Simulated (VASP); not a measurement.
# WC (P-6m2) in VASP: further runs

The runs below take WC through single point, with PBEsol.

All numbers are computed with VASP 6.6.1; they aren't measurements. Logs are shortened: lines on timing, memory, paths and dates and some standing lists are left out, and cuts for length are marked.

## Step 1: The cell of the first run

It takes space group P-6m2 (No. 187, hexagonal). The conventional cell has a = 2.854 Å, b = 2.854 Å, c = 2.923 Å, α = 90.00°, β = 90.00°, γ = 120.00°. Within 2.9 Å of W (site symmetry -6m2) lie 6 C at 2.20 Å and 6 W at 2.85 Å. Within 2.9 Å of C (site symmetry -6m2) lie 6 W at 2.20 Å and 6 C at 2.85 Å.

## Step 2: Single point, PBEsol

INCAR reads:

```
SYSTEM = WC
ALGO = Normal
EDIFF = 1E-6
ENCUT = 520
GGA = PS
ISIF = 2
ISMEAR = 0
LASPH = .True.
LCHARG = .True.
LELF = .True.
LREAL = .False.
LVHAR = .True.
LWAVE = .False.
NBANDS = 16
NELM = 80
PREC = Accurate
SIGMA = 0.15
```

KPOINTS reads:

```
k-points
0
Gamma
  21 21 18
  0 0 0
```

POSCAR reads:

```
WC
1.0
    2.8537109727      0.0000000000      0.0000000000
   -1.4268554863      2.4713861974      0.0000000000
    0.0000000000      0.0000000000      2.9225311367
W C
1 1
Direct
    0.0000000000      0.0000000000      0.0000000000
    0.6666666667      0.3333333333      0.5000000000
```

Potentials or basis: VASP PAW PBE potentials, release 64 (W_sv, C).

Started as:

```console
$ cat potpaw_PBE.64/W_sv/POTCAR potpaw_PBE.64/C/POTCAR > POTCAR
$ mpirun -np 1 vasp_std > vasp.out
```

OUTCAR:

```text
SYSTEM = WC
   EDIFF = 1E-6
   ENCUT = 520
   GGA = PS
   ISIF = 2
   ISMEAR = 0
   LASPH = .True.
   LREAL = .False.
   NELM = 80
   PREC = Accurate

 ion  position               nearest neighbor table
   1  0.000  0.000  0.000-   2 2.20   2 2.20   2 2.20   2 2.20   2 2.20   2 2.20
   2  0.667  0.333  0.500-   1 2.20   1 2.20   1 2.20   1 2.20   1 2.20   1 2.20

  LATTYP: Found a hexagonal cell.
 ALAT       =     2.8537109727
 C/A-ratio  =     1.0241160246

  Lattice vectors:

 A1 = (   2.8537109727,   0.0000000000,   0.0000000000)
 A2 = (  -1.4268554863,   2.4713861974,   0.0000000000)
 A3 = (   0.0000000000,   0.0000000000,   2.9225311367)

Analysis of symmetry for initial positions (statically):
=====================================================================
 Subroutine PRICEL returns:
 Original cell was already a primitive cell.

 Routine SETGRP: Setting up the symmetry group for a
 hexagonal supercell.

 Subroutine GETGRP returns: Found 12 space group operations
 (whereof 12 operations were pure point group operations)
 out of a pool of 24 trial point group operations.

The static configuration has the point symmetry D_3h.

Analysis of symmetry for dynamics (positions and initial velocities):
=====================================================================
 Subroutine PRICEL returns:
 Original cell was already a primitive cell.

 Routine SETGRP: Setting up the symmetry group for a
 hexagonal supercell.

 Subroutine GETGRP returns: Found 12 space group operations
 (whereof 12 operations were pure point group operations)
 out of a pool of 24 trial point group operations.

The dynamic configuration has the point symmetry D_3h.

 Subroutine INISYM returns: Found 12 space group operations
 (whereof 12 operations are pure point group operations),
 and found     1 'primitive' translations

----------------------------------------------------------------------------------------

                                     Primitive cell

  volume of cell :      20.6115

  direct lattice vectors                    reciprocal lattice vectors
     2.853710973  0.000000000  0.000000000     0.350420911  0.202315608  0.000000000
    -1.426855486  2.471386197  0.000000000     0.000000000  0.404631215  0.000000000
     0.000000000  0.000000000  2.922531137     0.000000000  0.000000000  0.342169152

  length of vectors
     2.853710973  2.853710973  2.922531137     0.404631215  0.404631215  0.342169152
[... 80 lines left out ...]
   NELM   =     80;   NELMIN=  2; NELMDL= -5     # of ELM steps
   EDIFF  = 0.1E-05   stopping-criterion for ELM
   LREAL  =      F    real-space projection
   EDIFFG = 0.1E-04   stopping-criterion for IOM
   NSW    =      0    number of steps for IOM
   IBRION =     -1    ionic relax: 0-MD 1-quasi-New 2-CG
   NFREE  =      0    steps in history (QN), initial steepest desc. (CG)
   ISIF   =      2    stress and relaxation
   ISYM   =      2    0-nonsym 1-usesym 2-fastsym
   POTIM  = 0.5000    time-step for ionic-motion
   TEBEG  =    0.0;   TEEND  =   0.0 temperature during run
   PSTRESS=    0.0 pullay stress
   NELECT =      18.0000    total number of electrons
   NUPDOWN=      -1.0000    fix difference up-down
   EMIN   =  10.00;   EMAX   =-10.00  energy-range for DOS
   EFERMI =   0.00;   METHOD = LEGACY
   ISMEAR =     0;   SIGMA  =   0.15  broadening in eV -4-tet -1-fermi 0-gaus
   EFERMI_NEDOS =   21; number of points for ismear=-14 and -15
   IALGO  =     38    algorithm
   IMIX   =      4    mixing-type and parameters
     AMIX     =   0.40;   BMIX     =  1.00
     AMIX_MAG =   1.60;   BMIX_MAG =  1.00
  volume/ion in A,a.u.               =      10.31        69.55
  Fermi-wavevector in a.u.,A,eV,Ry     =   1.564813  2.957068 33.315762  2.448639
  Thomas-Fermi vector in A             =   2.667381
   LORBIT       =      0    0 simple, 1 ext, 2 COOP (PROOUT), +10 PAW based schemes
   GGA     = PS    functional components
   LHFCALC =     F    Hartree Fock is set to
   AEXX    =    0.0000 exact exchange contribution
   IVDW    =     0    specifies the selected vdW correction
   LEPSILON=     F    determine dielectric tensor
   LRPA    =     F    only Hartree local field effects (RPA)
 non-spin polarized calculation
 Gauss-broadening in eV      SIGMA  =   0.15
  energy-cutoff  :      520.00
  volume of cell :       20.61
 maximum number of plane-waves:       569
 NGX is ok and might be reduce to    24

 number of electron      18.0000000 magnetization

 Free energy of the ion-electron system (eV)
  ---------------------------------------------------
  ext. energy  EPLUGINS =         0.00000000
  ---------------------------------------------------
  free energy    TOTEN  =       -23.82789373 eV

  energy without entropy =      -23.82490950  energy(sigma->0) =      -23.82640161

 E-fermi :  11.0004     XC(G=0): -13.9764

 val. band max:       10.9729198580   @ k =   0.0952   0.0476   0.4444
 cond. band min:      11.0401829480   @ k =   0.0952   0.0476   0.3889
 fundamental gap:      0.0672630901
 Fermi energy:        11.0004486095

 k-point     1 :       0.0000    0.0000    0.0000
  band No.  band energies     occupation
      1     -62.9033      2.00000
      2     -26.9889      2.00000
      3     -26.7116      2.00000
      4     -26.7116      2.00000
      5      -3.4332      2.00000
      6       6.5551      2.00000
[... 433 lines left out ...]
      3     -26.9186      2.00000
      4     -26.8473      2.00000
      5      -1.8780      2.00000
      6       5.7302      2.00000
[... 8 lines left out ...]
     15      25.2087      0.00000
     16      28.6044      0.00000

 [... further k-points ...]

------------------------ aborting loop because EDIFF is reached ----------------------------------------

  FORCE on cell =-STRESS in cart. coord.  units (eV):
  Direction    XX          YY          ZZ          XY          YZ          ZX
  --------------------------------------------------------------------------------------
  -------------------------------------------------------------------------------------
  Total        1.3809456      1.3809456     -3.1082295      0.0000000      0.0000000     -0.0000000
  in kB      107.3439090    107.3439090   -241.6094434      0.0000000      0.0000000     -0.0000000
  external PRESSURE =      -8.9738751 kB  Pullay stress =       0.0000000 kB

 VOLUME and BASIS-vectors are now :
 -----------------------------------------------------------------------------
  energy-cutoff  :      520.00
  volume of cell :       20.61
      direct lattice vectors                 reciprocal lattice vectors
     2.853710973  0.000000000  0.000000000     0.350420911  0.202315608  0.000000000
    -1.426855486  2.471386197  0.000000000     0.000000000  0.404631215  0.000000000
     0.000000000  0.000000000  2.922531137     0.000000000  0.000000000  0.342169152

 POSITION                                       TOTAL-FORCE (eV/Angst)
 -----------------------------------------------------------------------------------
      0.00000      0.00000      0.00000        -0.000000      0.000000      0.000000
      1.42686      0.82380      1.46127         0.000000      0.000000      0.000000
 -----------------------------------------------------------------------------------
    total drift:                               -0.000000      0.000000      0.000000

  FREE ENERGIE OF THE ION-ELECTRON SYSTEM (eV)
  ---------------------------------------------------
  free  energy   TOTEN  =       -23.8278937254 eV

  energy  without entropy=      -23.8249094984  energy(sigma->0) =      -23.82640161
```

Run time: 89 s. Hardware: 1 thread of Intel Xeon Platinum 8259CL at 2.50GHz (Skylake/Cascade Lake), shared host; peak memory 0.27 GiB.

What came out:

```yaml
Free_energy: -23.8279 eV
Pressure: -0.9 GPa
Band_gap_on_the_k_mesh: zero (band 9 reaches 11.56 eV, above the bottom of band 10 at 10.39 eV)
```

Caveat: the PAW data sets were made with another functional, which shifts forces and pressure a little; spin-orbit coupling is left out, which moves the levels of the heavy elements.

## Step 3: Single point, PBEsol

This run uses another cell than the first one, of the same volume but with other edges.

INCAR reads:

```
SYSTEM = WC
ALGO = Normal
EDIFF = 1E-7
ENCUT = 520
GGA = PS
ISIF = 2
ISMEAR = 0
LASPH = .TRUE.
LCHARG = .FALSE.
LREAL = .FALSE.
LWAVE = .FALSE.
NBANDS = 16
NELM = 100
PREC = Accurate
SIGMA = 0.15
```

KPOINTS reads:

```
k-points
0
G
  21 21 18
  0 0 0
```

POSCAR reads:

```
WC
1.0
    3.1244704561      0.0000000000      0.0000000000
   -1.5622352281      2.7058707884      0.0000000000
    0.0000000000      0.0000000000      2.4379582952
W C
1 1
Direct
    0.0000000000      0.0000000000      0.0000000000
    0.6666666667      0.3333333333      0.5000000000
```

Potentials or basis: VASP PAW PBE potentials, release 64 (W_sv, C).

Started as:

```console
$ cat potpaw_PBE.64/W_sv/POTCAR potpaw_PBE.64/C/POTCAR > POTCAR
$ mpirun -np 1 vasp_std > vasp.out
```

It took 84 s on 1 thread of Intel Xeon Platinum 8259CL at 2.50GHz (Skylake/Cascade Lake), shared host; peak memory 0.26 GiB.

Results (log left out):

```yaml
Free_energy: -22.2545 eV
Pressure: 27.5 GPa
Band_gap_on_the_k_mesh: zero (band 9 reaches 13.87 eV, above the bottom of band 10 at 10.30 eV)
```

Stress tensor (GPa, compression positive):
```
-29.69   0.00   0.00
  0.00 -29.69   0.00
  0.00   0.00 141.96
```

Levels at points of the mesh, in eV from the Fermi level:
```
           k point  band 7  band 8  band 9  band 10  band 11  band 12
(0.00, 0.00, 0.00)   -5.26   -5.20    2.45     4.15     4.19     4.19
(0.00, 0.00, 0.50)   -4.35   -4.35   -0.59    -0.59     2.98     2.98
```

Caveat: the PAW data sets were made with another functional, which shifts forces and pressure a little; spin-orbit coupling is left out, which moves the levels of the heavy elements.
